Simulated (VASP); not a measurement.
# Si in VASP: relaxation of the atoms with PBE

Aim: the relaxation of the atoms of Si with PBE.

Program: VASP 6.6.1. These are calculated values, not measurements. Logs are shortened: lines on timing, memory, paths and dates and some standing lists are left out, and cuts for length are marked.

## (1) The cell of the first run

The cell holds a slab with vacuum, 6 atoms: a = 3.869 Å, b = 3.869 Å, c = 23.107 Å, α = 90.00°, β = 90.00°, γ = 120.00°.

## (2) Relaxation of the atoms, PBE

INCAR reads:

```
SYSTEM = Si
ALGO = Normal
DIPOL = 0.5 0.5 0.500
EDIFF = 1E-7
EDIFFG = -0.01
ENCUT = 520
GGA = PE
IBRION = 2
IDIPOL = 3
ISIF = 2
ISMEAR = -1
LASPH = .TRUE.
LCHARG = .FALSE.
LDIPOL = .TRUE.
LREAL = .FALSE.
LWAVE = .FALSE.
NELM = 100
NSW = 60
PREC = Accurate
SIGMA = 0.02
```

KPOINTS reads:

```
k-points
0
G
  9 9 1
  0 0 0
```

POSCAR reads:

```
Si
1.0
    3.8685410222      0.0000000000      0.0000000000
   -1.9342705111      3.3502548008      0.0000000000
    0.0000000000      0.0000000000     23.1070000000
Si
6
Direct
    0.0000000000      0.0000000000      0.3462162188
    0.3333333340      0.6666666660      0.3803903918
    0.3333333340      0.6666666660      0.4829129127
    0.6666666670      0.3333333330      0.5170870865
    0.6666666670      0.3333333330      0.6196096073
    0.0000000000      0.0000000000      0.6537837812
```

Potentials or basis: VASP PAW PBE potentials, release 64 (Si).

Run with:

```bash
> cat potpaw_PBE.64/Si/POTCAR > POTCAR
> mpirun -np 1 vasp_std > vasp.out
```

OUTCAR:

```text
SYSTEM = Si
   EDIFF = 1E-7
   EDIFFG = -0.01
   ENCUT = 520
   GGA = PE
   IBRION = 2
   ISIF = 2
   ISMEAR = -1
   LASPH = .TRUE.
   LREAL = .FALSE.
   NELM = 100
   NSW = 60
   PREC = Accurate

 ion  position               nearest neighbor table
   1  0.000  0.000  0.346-   2 2.37   2 2.37   2 2.37
   2  0.333  0.667  0.380-   1 2.37   1 2.37   1 2.37   3 2.37
   3  0.333  0.667  0.483-   4 2.37   2 2.37   4 2.37   4 2.37
   4  0.667  0.333  0.517-   3 2.37   5 2.37   3 2.37   3 2.37
   5  0.667  0.333  0.620-   4 2.37   6 2.37   6 2.37   6 2.37
   6  0.000  0.000  0.654-   5 2.37   5 2.37   5 2.37

  LATTYP: Found a hexagonal cell.
 ALAT       =     3.8685410222
 C/A-ratio  =     5.9730528557

  Lattice vectors:

 A1 = (   3.8685410222,   0.0000000000,   0.0000000000)
 A2 = (  -1.9342705111,   3.3502548008,   0.0000000000)
 A3 = (   0.0000000000,   0.0000000000,  23.1070000000)

Analysis of symmetry for initial positions (statically):
=====================================================================
 Subroutine PRICEL returns:
 Original cell was already a primitive cell.

 Routine SETGRP: Setting up the symmetry group for a
 hexagonal supercell.

 Subroutine GETGRP returns: Found 12 space group operations
 (whereof 12 operations were pure point group operations)
 out of a pool of 24 trial point group operations.

The static configuration has the point symmetry D_3d.

Analysis of symmetry for dynamics (positions and initial velocities):
=====================================================================
 Subroutine PRICEL returns:
 Original cell was already a primitive cell.

 Routine SETGRP: Setting up the symmetry group for a
 hexagonal supercell.

 Subroutine GETGRP returns: Found 12 space group operations
 (whereof 12 operations were pure point group operations)
 out of a pool of 24 trial point group operations.

The dynamic configuration has the point symmetry D_3d.

 Subroutine INISYM returns: Found 12 space group operations
 (whereof 12 operations are pure point group operations),
 and found     1 'primitive' translations

----------------------------------------------------------------------------------------

                                     Primitive cell

  volume of cell :     299.4805

  direct lattice vectors                    reciprocal lattice vectors
     3.868541022  0.000000000  0.000000000     0.258495385  0.149242380  0.000000000
    -1.934270511  3.350254801  0.000000000     0.000000000  0.298484760  0.000000000
     0.000000000  0.000000000 23.107000000     0.000000000  0.000000000  0.043276929

  length of vectors
     3.868541022  3.868541022 23.107000000     0.298484760  0.298484760  0.043276929

  position of ions in fractional coordinates (direct lattice)
     0.000000000  0.000000000  0.346216219
     0.333333334  0.666666666  0.380390392
     0.333333334  0.666666666  0.482912913
     0.666666667  0.333333333  0.517087086
     0.666666667  0.333333333  0.619609607
     0.000000000  0.000000000  0.653783781

  ion indices of the primitive-cell ions
   primitive index   ion index
                 1           1
                 2           2
                 3           3
                 4           4
                 5           5
                 6           6

----------------------------------------------------------------------------------------

 KPOINTS: k-points

Automatic generation of k-mesh.
 Grid dimensions read from file:
 generate k-points for:    9    9    1

 Generating k-lattice:

  Cartesian coordinates                     Fractional coordinates (reciprocal lattice)
     0.028721709  0.016582487  0.000000000     0.111111111 -0.000000000  0.000000000
     0.000000000  0.033164973  0.000000000     0.000000000  0.111111111  0.000000000
     0.000000000  0.000000000  0.043276929     0.000000000  0.000000000  1.000000000

  Length of vectors
     0.033164973  0.033164973  0.043276929

  Shift w.r.t. Gamma in fractional coordinates (k-lattice)
     0.000000000  0.000000000  0.000000000

 Subroutine IBZKPT returns following result:
 ===========================================

 Found     12 irreducible k-points:

 Following reciprocal coordinates:
            Coordinates               Weight
  0.000000  0.000000  0.000000      1.000000
  0.111111 -0.000000  0.000000      6.000000
  0.222222 -0.000000  0.000000      6.000000
  0.333333 -0.000000  0.000000      6.000000
  0.444444 -0.000000  0.000000      6.000000
  0.111111  0.111111  0.000000      6.000000
  0.222222  0.111111  0.000000     12.000000
  0.333333  0.111111  0.000000     12.000000
  0.444444  0.111111  0.000000      6.000000
  0.222222  0.222222  0.000000      6.000000
  0.333333  0.222222  0.000000     12.000000
  0.333333  0.333333  0.000000      2.000000
   k-points           NKPTS =     12   k-points in BZ     NKDIM =     12   number of bands    NBANDS=     16
   number of dos      NEDOS =    301   number of ions     NIONS =      6
   total plane-waves  NPLWV = 162000
   dimension x,y,z NGX =    30 NGY =   30 NGZ =  180
   dimension x,y,z NGXF=    60 NGYF=   60 NGZF=  360
   ions per type =               6
   NGX,Y,Z   is equivalent  to a cutoff of  12.89, 12.89, 12.95 a.u.
   NGXF,Y,Z  is equivalent  to a cutoff of  25.78, 25.78, 25.90 a.u.
 SYSTEM =  Si
   PREC   = accura    normal or accurate (medium, high low for compatibility)
   ISTART =      0    job   : 0-new  1-cont  2-samecut
   ICHARG =      2    charge: 1-file 2-atom 10-const
   ISPIN  =      1    spin polarized calculation?
   LNONCOLLINEAR =      F non collinear calculations
   LSORBIT =      F    spin-orbit coupling
   LASPH  =      T    aspherical Exc in radial PAW
   ENCUT  =  520.0 eV  38.22 Ry    6.18 a.u.   7.19  7.19 42.96*2*pi/ulx,y,z
   NELM   =    100;   NELMIN=  2; NELMDL= -5     # of ELM steps
   EDIFF  = 0.1E-06   stopping-criterion for ELM
   LREAL  =      F    real-space projection
   EDIFFG = -.1E-01   stopping-criterion for IOM
   NSW    =     60    number of steps for IOM
   IBRION =      2    ionic relax: 0-MD 1-quasi-New 2-CG
   NFREE  =      1    steps in history (QN), initial steepest desc. (CG)
   ISIF   =      2    stress and relaxation
   ISYM   =      2    0-nonsym 1-usesym 2-fastsym
   POTIM  = 0.5000    time-step for ionic-motion
   TEBEG  =    0.0;   TEEND  =   0.0 temperature during run
   PSTRESS=    0.0 pullay stress
   NELECT =      24.0000    total number of electrons
   NUPDOWN=      -1.0000    fix difference up-down
   EMIN   =  10.00;   EMAX   =-10.00  energy-range for DOS
   EFERMI =   0.00;   METHOD = LEGACY
   ISMEAR =    -1;   SIGMA  =   0.02  broadening in eV -4-tet -1-fermi 0-gaus
   EFERMI_NEDOS =   21; number of points for ismear=-14 and -15
   IALGO  =     38    algorithm
   IMIX   =      4    mixing-type and parameters
     AMIX     =   0.40;   BMIX     =  1.00
     AMIX_MAG =   1.60;   BMIX_MAG =  1.00
  volume/ion in A,a.u.               =      49.91       336.83
  Fermi-wavevector in a.u.,A,eV,Ry     =   0.705812  1.333791  6.778022  0.498171
  Thomas-Fermi vector in A             =   1.791424
   LORBIT       =      0    0 simple, 1 ext, 2 COOP (PROOUT), +10 PAW based schemes
   GGA     = PE    functional components
   LHFCALC =     F    Hartree Fock is set to
   AEXX    =    0.0000 exact exchange contribution
   IVDW    =     0    specifies the selected vdW correction
   LEPSILON=     F    determine dielectric tensor
   LRPA    =     F    only Hartree local field effects (RPA)
 conjugate gradient relaxation of ions
 non-spin polarized calculation
  energy-cutoff  :      520.00
  volume of cell :      299.48
 maximum number of plane-waves:      8103
 NGX is ok and might be reduce to    30
   NGX = 15   NGY = 15   NGZ = 85

--------------------------------------- Ionic step        1  -------------------------------------------

 number of electron      24.0000002 magnetization

 Free energy of the ion-electron system (eV)
  ---------------------------------------------------
  ext. energy  EPLUGINS =         0.00000000
  ---------------------------------------------------
  free energy    TOTEN  =       -30.08500456 eV

  energy without entropy =      -30.07895461  energy(sigma->0) =      -30.08197958

------------------------ aborting loop because EDIFF is reached ----------------------------------------

  FORCE on cell =-STRESS in cart. coord.  units (eV):
  Direction    XX          YY          ZZ          XY          YZ          ZX
  --------------------------------------------------------------------------------------
  -------------------------------------------------------------------------------------
  Total       -1.1416787     -1.1416787      0.3753260      0.0000000     -0.0000000     -0.0000000
  in kB       -6.1078152     -6.1078152      2.0079394      0.0000000     -0.0000000     -0.0000000
  external PRESSURE =      -3.4025636 kB  Pullay stress =       0.0000000 kB
[... 101 lines left out ...]
  FREE ENERGIE OF THE ION-ELECTRON SYSTEM (eV)
  ---------------------------------------------------
  free  energy   TOTEN  =       -30.1528751606 eV

  energy  without entropy=      -30.1457067402  energy(sigma->0) =      -30.14929095

[... ionic steps 4 to 8 ...]

--------------------------------------- Ionic step        9  -------------------------------------------

 number of electron      24.0000002 magnetization

------------------------ aborting loop because EDIFF is reached ----------------------------------------
[... 75 lines left out ...]
--------------------------------------- Ionic step       11  -------------------------------------------

 number of electron      24.0000002 magnetization

 dipolmoment           0.000000      0.000000      0.000000 electrons x Angstroem

 Free energy of the ion-electron system (eV)
  ---------------------------------------------------
  ext. energy  EPLUGINS =         0.00000000
  ---------------------------------------------------
  free energy    TOTEN  =       -30.15770228 eV

  energy without entropy =      -30.15025415  energy(sigma->0) =      -30.15397821

 E-fermi :  -0.5162     XC(G=0):  -4.4644

 val. band max:       -0.5787288523   @ k =   0.2222   0.1111   0.0000
 cond. band min:      -0.5161734659   @ k =   0.4444   0.1111   0.0000
 fundamental gap:      0.0625553864
 Fermi energy:        -0.5161804816

 k-point     1 :       0.0000    0.0000    0.0000
  band No.  band energies     occupation
      1     -12.1222      2.00000
      2     -11.4340      2.00000
      3     -10.5417      2.00000
      4      -6.2600      2.00000
      5      -4.0572      2.00000
      6      -1.6599      2.00000
[... 207 lines left out ...]
      5      -7.3544      2.00000
      6      -7.3544      2.00000
[... 8 lines left out ...]
     15       2.0199      0.00000
     16       3.4307      0.00000

------------------------ aborting loop because EDIFF is reached ----------------------------------------

 vacuum level on the upper side and lower side of the slab       (xc-potential included)        -0.011        -0.011

  FORCE on cell =-STRESS in cart. coord.  units (eV):
  Direction    XX          YY          ZZ          XY          YZ          ZX
  --------------------------------------------------------------------------------------
  -------------------------------------------------------------------------------------
  Total       -0.2727785     -0.2727785     -0.0421921      0.0000000      0.0000000      0.0000000
  in kB       -1.4593251     -1.4593251     -0.2257218      0.0000000      0.0000000      0.0000000
  external PRESSURE =      -1.0481240 kB  Pullay stress =       0.0000000 kB
[... 21 lines left out ...]
  FREE ENERGIE OF THE ION-ELECTRON SYSTEM (eV)
  ---------------------------------------------------
  free  energy   TOTEN  =       -30.1577022762 eV

  energy  without entropy=      -30.1502541520  energy(sigma->0) =      -30.15397821

 reached required accuracy - stopping structural energy minimisation

 vacuum level on the upper side and lower side of the slab         4.279         4.279
```

It took 21 min on 1 thread of Intel Xeon 8259CL, shared host; peak memory 0.42 GiB.

What came out:

| Item | Value |
| --- | --- |
| Free energy | -30.1577 eV |
| Energy gained by relaxing | 12.1 meV/atom |
| Ionic steps | 11 |
| Largest force after relaxing | 0.009 eV/Å |
| Band gap on the k mesh | zero (bands 12 and 13 overlap by 0.02 eV) |

Forces on the atoms (eV/Å):
```
Si   0.000  0.000 -0.003
Si   0.000  0.000  0.009
Si   0.000  0.000  0.001
Si   0.000  0.000 -0.001
Si   0.000  0.000 -0.009
Si   0.000  0.000  0.003
```

The path:
```tsv
step	energy change (eV)	largest force (eV/Å)	pressure (GPa)
1	0.0000	0.7887	-0.34
2	-0.0626	0.2287	-0.25
3	-0.0679	0.1915	-0.20
4	-0.0715	0.0759	-0.18
5	-0.0723	0.0227	-0.17
6	-0.0724	0.0173	-0.16
7	-0.0725	0.0200	-0.14
8	-0.0726	0.0334	-0.11
9	-0.0726	0.0282	-0.12
10	-0.0726	0.0213	-0.12
11	-0.0727	0.0090	-0.10
```

Final structure:
```yaml
crystal:
  lattice:
    - [3.86854, 0.00000, 0.00000]
    - [-1.93427, 3.35025, 0.00000]
    - [0.00000, 0.00000, 23.10700]
  atoms:
    - { symbol: Si, position: [0.00000, 0.00000, 0.34865] }
    - { symbol: Si, position: [0.33333, 0.66667, 0.37808] }
    - { symbol: Si, position: [0.33333, 0.66667, 0.48345] }
    - { symbol: Si, position: [0.66667, 0.33333, 0.51655] }
    - { symbol: Si, position: [0.66667, 0.33333, 0.62192] }
    - { symbol: Si, position: [0.00000, 0.00000, 0.65135] }
```

The gap in the log of VASP goes by the Fermi energy; the results here count the filled bands.